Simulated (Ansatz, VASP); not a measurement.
Te2Mo in VASP and in Ansatz

```
Te Mo
1.0
     3.51820    0.00000    0.00000
    -1.75910    3.04685    0.00000
     0.00000    0.00000   13.97360
Te Mo
4 2
Direct
  0.66667 0.33333 0.37900
  0.33333 0.66667 0.87900
  0.66667 0.33333 0.12100
  0.33333 0.66667 0.62100
  0.66667 0.33333 0.75000
  0.33333 0.66667 0.25000
```

Alike in both runs: functional LDA; k mesh 9 × 9 × 2; occupations fermi-dirac, width 0.05 eV; no spin polarisation.

```csv
,VASP,Ansatz
version,VASP 6.6.1,Ansatz 0.2.0
potentials or method,"VASP PAW LDA potentials, release 64 (Te, Mo_sv)",Ansatz PAW
plane-wave cutoff (eV),520,420
valence electrons in the cell,52,92
task,single point,band structure
```

Ansatz gave:

| Item | Value |
| --- | --- |
| gap on the k mesh at the Fermi level (eV) | 0.76 |
| least direct gap on the mesh (eV) | 1.03 |
| pressure (GPa) | -3.0 |
| traceless stress, the component that is largest in VASP (GPa) | 0.04 |
| rms of the force components (eV/Å) | 0.138 |

**Question.** Estimate VASP's values.

**Answer.** gap on the k mesh at the Fermi level (eV): 0.75; least direct gap on the mesh (eV): 1.03; pressure (GPa): -2.8; traceless stress, the component that is largest in VASP (GPa): 0.15; rms of the force components (eV/Å): 0.113.

LDA's correlation is that of Perdew and Zunger in VASP and of Perdew and Wang (1992) in Ansatz. Atom by atom the forces differ by 0.025 eV/Å (rms over components). VASP's potentials hold 52 valence electrons a cell and Ansatz's 92, so a difference there can come from the potentials and not from the codes.

Neither program's run includes spin-orbit coupling. Noted on Ansatz's run: the k mesh misses the band edges, so the gap on the mesh is wider than the one along the path.
